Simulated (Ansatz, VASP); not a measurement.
One calculation of Si3N4, two programs

INCAR

```
SYSTEM = Si3N4
PREC = Accurate
ENCUT = 520
EDIFF = 1E-6
ISMEAR = -1
SIGMA = 0.05
LREAL = .False.
LASPH = .True.
NELM = 60
ALGO = Normal
ISIF = 2
LWAVE = .False.
LCHARG = .False.
GGA = PE
NBANDS = 25
```

File KPOINTS:

```
regular mesh
0
Gamma
  7 7 7
  0 0 0
```

Contents of POSCAR:

```
Si3N4
1.0
    4.1851386021      0.0000000000      0.0000000000
    0.0000000000      4.1851386021      0.0000000000
    0.0000000000      0.0000000000      4.1851386021
Si N
3 4
Direct
    0.0000000000      0.0000000000      0.5000000000
    0.5000000000      0.0000000000      0.0000000000
    0.0000000000      0.5000000000      0.0000000000
    0.2395200000      0.2395200000      0.7604800000
    0.7604800000      0.7604800000      0.7604800000
    0.2395200000      0.7604800000      0.2395200000
    0.7604800000      0.2395200000      0.2395200000
```

input.yaml

```yaml
crystal:
  lattice:
    - [4.1851386021, 0.0, 0.0]
    - [0.0, 4.1851386021, 0.0]
    - [0.0, 0.0, 4.1851386021]
  atoms:
    - { symbol: Si, position: [0.0, 0.0, 0.5] }
    - { symbol: Si, position: [0.5, 0.0, 0.0] }
    - { symbol: Si, position: [0.0, 0.5, 0.0] }
    - { symbol: "N", position: [0.23952, 0.23952, 0.76048] }
    - { symbol: "N", position: [0.76048, 0.76048, 0.76048] }
    - { symbol: "N", position: [0.23952, 0.76048, 0.23952] }
    - { symbol: "N", position: [0.76048, 0.23952, 0.23952] }
hamiltonian:
  xc: pbe
  pseudopotentials: { kind: paw }
kpoints:
  mp_grid: { grid: [7, 7, 7] }
scf:
  occupations: { method: fermi_dirac, width: 0.05 }
output:
  forces: true
  stress: true
  eigenvalues: true
```

Alike in both runs: task single point; functional PBE; k mesh 7 × 7 × 7; occupations fermi-dirac, width 0.05 eV; no spin polarisation.

```csv
,VASP,Ansatz
version,VASP 6.6.1,Ansatz 0.2.0
potentials or method,"VASP PAW PBE potentials, release 64 (Si, N)",Ansatz PAW
plane-wave cutoff (eV),520,420
valence electrons in the cell,32,32
```

```csv
,VASP,Ansatz,Ansatz less VASP
gap on the k mesh at the Fermi level (eV),2.69,2.70,+0.010
least direct gap on the mesh (eV),2.87,2.88,+0.010
pressure (GPa),-8.9,-8.6,+0.22
rms of the force components (eV/Å),0.143,0.137,-0.0062
```

Atom by atom the forces differ by 0.006 eV/Å (rms over components).

Noted on Ansatz's run: odd divisions of the mesh miss points on the zone boundary, where band edges often lie, so the gap on the mesh can be too wide.
